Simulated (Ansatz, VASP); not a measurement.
**Mg3Cd2Se5: VASP beside Ansatz**

```
Mg Cd Se
1.0
    -0.00026   -3.98000    0.00019
     3.98016    0.00026   -0.00021
    -1.98994    1.99018   13.96703
Mg Cd Se
3 2 5
Direct
  0.90254 0.90257 0.80492
  0.49970 0.49994 0.99999
  0.09791 0.09805 0.19508
  0.69877 0.69908 0.39831
  0.30112 0.30043 0.60172
  0.80256 0.80225 0.60504
  0.40293 0.40290 0.80567
  0.99992 0.99992 0.00001
  0.59746 0.59747 0.19435
  0.19708 0.19740 0.39491
```

Change from the starting cell: cell x1, atoms moved at random (sigma 0.05 Å) and cell strained at random (1.5 %), then relaxed without symmetry.

Alike in both runs: functional PBE; k mesh 4 × 4 × 4; occupations gaussian, width 0.1 eV; no spin polarisation.

Ansatz relaxed the structure, and its values are those at the end. VASP's run is a single point on that final structure, the one shown.

|  | VASP | Ansatz |
| --- | --- | --- |
| version | VASP 6.6.1 | Ansatz 0.2.0 |
| potentials or method | VASP PAW PBE potentials, release 64 (Mg, Cd, Se), cutoff 520 eV | scalar-relativistic, plane waves, PAW |
| valence electrons in the cell | 60 | 150 |

Ansatz gave:

```
gap on the k mesh at the Fermi level (eV) : 0.34
least direct gap on the mesh (eV)         : 0.72
pressure (GPa)                            : 0.0
rms of the force components (eV/Å)        : 0.006
```

Task: Estimate VASP's values.

Result: gap on the k mesh at the Fermi level (eV): 0.33; least direct gap on the mesh (eV): 0.71; pressure (GPa): 0.1; rms of the force components (eV/Å): 0.013.

VASP's potentials hold 60 valence electrons a cell and Ansatz's 150, so a difference there can come from the potentials and not from the codes.
